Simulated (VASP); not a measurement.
## InSe: relaxation of shape and atoms at fixed volume with r2SCAN+D4

InSe:

```
In Se
1.0
     5.85088   -2.05533   -0.03691
     5.85088    2.05533   -0.03691
    -1.62135    0.00000    4.52913
In Se
2 2
Direct
  0.88714 0.88714 0.03916
  0.11286 0.11286 0.96084
  0.65880 0.65880 0.65638
  0.34120 0.34120 0.34362
```

```
Program                : VASP 6.6.1
Task                   : relaxation of shape and atoms at fixed volume
Functional             : r2SCAN
Dispersion             : D4
Potentials or basis    : VASP PAW PBE potentials, release 64 (In_d, Se)
Cutoff                 : 600 eV
k mesh                 : 6 × 6 × 6
Occupations            : gaussian, width 0.05 eV
Spin                   : no spin polarisation
Dipole correction      : no
Further INCAR settings : ALGO = Normal; EDIFF = 1e-07; IBRION = 2; EDIFFG = -0.01; NSW = 60; ISIF = 4
```

| Item | Value |
| --- | --- |
| Energy gained by relaxing | 0.1 meV/atom |
| Ionic steps | 5 |
| Pressure after relaxing | 0.0 GPa |
| Largest force after relaxing | 0.010 eV/Å |
| Band gap on the k mesh | 1.41 eV (least direct gap 1.69 eV) |
| Dispersion energy per atom | -0.120 eV |

Forces in eV/Å, atoms in the order of the input:
```
In  -0.007  0.000  0.007
In   0.007  0.000 -0.007
Se   0.000  0.000  0.003
Se   0.000  0.000 -0.003
```

Step by step:
```tsv
step	energy change (eV)	largest force (eV/Å)	pressure (GPa)	volume (Å³)
1	0.0000	0.0402	0.17	108.68
2	-0.0002	0.0187	0.10	108.68
3	-0.0002	0.0183	0.07	108.68
4	-0.0002	0.0120	0.04	108.68
5	-0.0002	0.0095	0.02	108.68
```

Final structure:
```
In Se
1.0
     5.85819   -2.05296   -0.04112
     5.85819    2.05296   -0.04112
    -1.62663    0.00000    4.52989
In Se
2 2
Cartesian
  10.3321 0.0000 0.1051
  -0.2423 0.0000 4.3425
  6.6517 0.0000 2.9139
  3.4380 0.0000 1.5338
```

Levels at points of the mesh, in eV from the valence-band top:
```tsv
k point	band 16	band 17	band 18	band 19	band 20	band 21	band 22	band 23
(0.00, 0.00, 0.00)	-2.45	-2.22	-1.61	-1.33	3.05	3.52	4.24	5.29
(0.50, 0.00, 0.00)	-2.20	-1.82	-1.43	-1.36	2.00	2.79	3.87	4.05
(0.50, 0.50, 0.00)	-2.44	-1.23	-0.81	-0.20	1.67	3.07	3.48	4.53
(0.00, 0.00, 0.50)	-1.89	-1.56	-1.21	-0.29	1.41	2.55	4.04	4.06
(0.50, 0.00, 0.50)	-3.18	-2.37	-2.34	-1.56	2.65	3.61	4.27	5.14
(0.50, 0.50, 0.50)	-1.73	-1.49	-0.92	-0.49	2.52	3.50	3.64	4.80
```

Wall time 79 min on 1 thread of Oxide Virtual Turin-like Processor, on a shared host, peak memory 0.44 GiB.

Caveat: the PAW data sets were made with another functional, which shifts forces and pressure a little; spin-orbit coupling is left out, which moves the levels of the heavy elements. r2SCAN opens gaps a little over a GGA but as a rule still falls short of measured ones.
